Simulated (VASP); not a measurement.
Write the native input for VASP 6.6.1 that does the following.

```
Task                   : single point
Functional             : PBE
Dispersion             : D3(BJ)
Potentials or basis    : VASP PAW PBE potentials, release 64 (O, H, F)
Cutoff                 : 520 eV
k mesh                 : 1 × 1 × 1
Occupations            : fermi-dirac, width 0.02 eV
Spin                   : no spin polarisation
Dipole correction      : no
Further INCAR settings : LREAL = Auto; ALGO = Normal; EDIFF = 1e-06; NBANDS = 55
```

The structure of H17O8F lies in POSCAR:

```
H17O8F
1.0
    6.4950650000      0.0000000000      0.0000000000
    0.0000000000      6.4950650000      0.0000000000
    0.0000000000      0.0000000000      6.4950650000
O H F
8 17 1
Direct
    0.6694467261     -0.1764108596      0.5992703691
    0.5470768961      0.1215538259      0.1468653508
    0.0137335038      0.3371482810      0.5494941159
    0.3001663571      0.0687752932      0.5465072328
    0.5280624597      0.4250611811      0.7514936340
    0.8886285203      0.9158953760      0.2143627508
    0.5913720648      0.5464148550      0.3089268545
    0.2363640703      0.7271366799      0.1557182261
    0.5813336741     -0.2498512332      0.5044445283
    0.7514320488     -0.0490680232      0.5600559810
    0.5041981874      0.1319155390      0.0039414540
    0.5223966196     -0.0241875947      0.1828157224
    0.1004146995      0.3632912065      0.6805012729
    0.0806766368      0.4440756174      0.4630130722
    0.3376563591      0.0787828913      0.6900161892
    0.1581046533      0.1239710457      0.5818109596
    0.6442891642      0.3504506883      0.7045656972
    0.4932206221      0.4721738735      0.6123572281
    0.9634391650      1.0303361090      0.2630920553
    0.9267497708      0.7909081741      0.2821064916
    0.4856302439      0.5839202533      0.2406288467
    0.6246280830      0.3891416021      0.2747778506
    0.1109303756      0.7480756544      0.0888212820
    0.2377035488      0.8434711585      0.2667717721
   -0.0557962084      0.7939874351      0.6800547801
    0.0149344156      0.8976045659      0.7613626653
```

One way to write it, as run:

INCAR

```
SYSTEM = H17O8F
PREC     = Accurate       ! precision mode
ENCUT    = 520            ! plane-wave cutoff, eV
EDIFF    = 1E-6           ! SCF threshold, eV
ISMEAR   = -1             ! smearing method
SIGMA    = 0.02           ! smearing width, eV
LREAL    = Auto         
LASPH    = .TRUE.         ! aspherical terms in the spheres
NELM     = 80             ! most SCF steps
ALGO     = Normal         ! electronic algorithm
ISIF     = 2              ! what is computed and relaxed
LWAVE    = .FALSE.        ! write WAVECAR
LCHARG   = .FALSE.        ! write CHGCAR
GGA      = PE             ! functional
IVDW     = 12             ! dispersion correction
NBANDS   = 55             ! bands
```

KPOINTS

```
regular mesh
0
G
  1 1 1
  0 0 0
```

Potentials or basis: VASP PAW PBE potentials, release 64 (O, H, F).

Command:

```bash
$ cat potpaw_PBE.64/O/POTCAR potpaw_PBE.64/H/POTCAR potpaw_PBE.64/F/POTCAR > POTCAR
$ mpirun -np 1 vasp_gam > vasp.out
```

Results of the run:

```
Pressure                   : 2.1 GPa
Largest force              : 11.030 eV/Å
Band gap on the k mesh     : 3.55 eV
Dispersion energy per atom : -0.032 eV
```

Caveat: the k points lie up to 0.97 Å⁻¹ apart.

Wall time 36 s on 1 thread of Intel Xeon 6975P-C, on a shared host, peak memory 0.3 GiB.
